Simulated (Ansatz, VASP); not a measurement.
**BeS in VASP and in Ansatz**

Contents of INCAR:

```
PREC = Accurate ; ENCUT = 520
EDIFF = 1E-6 ; ISMEAR = 0
SIGMA = 0.01 ; LREAL = F
LASPH = T ; NELM = 100
ALGO = Normal ; ISIF = 2
LWAVE = F ; LCHARG = F
GGA = PE ; NBANDS = 11
```

The input KPOINTS:

```
regular mesh
0
Gamma
  8 8 8
```

Contents of POSCAR:

```
BeS
1.0
    0.0000000000      2.2673611399      2.2673611399
    2.2673611399      0.0000000000      2.2673611399
    2.2673611399      2.2673611399      0.0000000000
Be S
1 1
Direct
    0.0000000000      0.0000000000      0.0000000000
    0.5000000000      0.5000000000      0.5000000000
```

Input for Ansatz:

```yaml
crystal:
  lattice:
    - [0.0, 2.2673611399, 2.2673611399]
    - [2.2673611399, 0.0, 2.2673611399]
    - [2.2673611399, 2.2673611399, 0.0]
  atoms:
    - { symbol: Be, position: [0.0, 0.0, 0.0] }
    - { symbol: S, position: [0.5, 0.5, 0.5] }
kpoints:
  mp_grid: { grid: [8, 8, 8] }
hamiltonian:
  xc: pbe
scf:
  occupations: { method: fixed }
  n_extra_bands: 4
output:
  forces: true
  stress: true
  eigenvalues: true
```

Alike in both runs: task single point; functional PBE; k mesh 8 × 8 × 8; no spin polarisation.

```csv
,VASP,Ansatz
version,VASP 6.6.1,Ansatz 0.2.0
potentials or method,"VASP PAW PBE potentials, release 64 (Be, S)","plane waves, PAW"
plane-wave cutoff (eV),520,420
occupations,"gaussian, width 0.01 eV",fixed
valence electrons in the cell,8,8
```

```csv
,VASP,Ansatz,Ansatz less VASP
gap on the k mesh at the Fermi level (eV),1.03,1.02,-0.008
pressure (GPa),7.5,7.5,+0.09
```
